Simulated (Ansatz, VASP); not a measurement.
# One calculation of Si2Ge, two programs

```
Si Ge
1.0
     5.50922    0.00000    0.00000
     0.00000    2.54353    0.00000
    -0.44101    0.00000   14.35166
Si Ge
8 4
Direct
  0.43332 0.00000 0.99736
  0.92115 0.00000 0.00142
  0.17099 0.00000 0.84837
  0.68473 0.00000 0.84436
  0.19593 0.00000 0.15027
  0.68901 0.00000 0.15311
  0.10970 0.00000 0.50232
  0.60023 0.00000 0.50014
  0.31936 0.00000 0.67505
  0.81707 0.00000 0.66821
  0.27800 0.00000 0.32895
  0.78052 0.00000 0.33043
```

Change from the starting cell: the structure that the rattled cell fell into.

Alike in both runs: task single point; functional PBE; k mesh 4 × 6 × 2; occupations gaussian, width 0.1 eV; no spin polarisation.

|  | VASP | Ansatz |
| --- | --- | --- |
| version | VASP 6.6.1 | Ansatz 0.2.0 |
| potentials or method | VASP PAW PBE potentials, release 64 (Si, Ge_d), cutoff 520 eV | scalar-relativistic, plane waves, PAW |
| valence electrons in the cell | 88 | 88 |

```csv
,VASP,Ansatz,Ansatz less VASP
gap on the k mesh at the Fermi level (eV),none,none,-
pressure (GPa),-0.5,-0.4,+0.18
"traceless stress, the component that is largest in VASP (GPa)",-0.72,-0.73,-0.005
rms of the force components (eV/Å),0.087,0.087,+0.0004
```

Atom by atom the forces differ by 0.001 eV/Å (rms over components). A gap of «none» marks a metal or a gap that the smearing closes.

The k mesh is coarse, so the values compare programs but aren't converged.
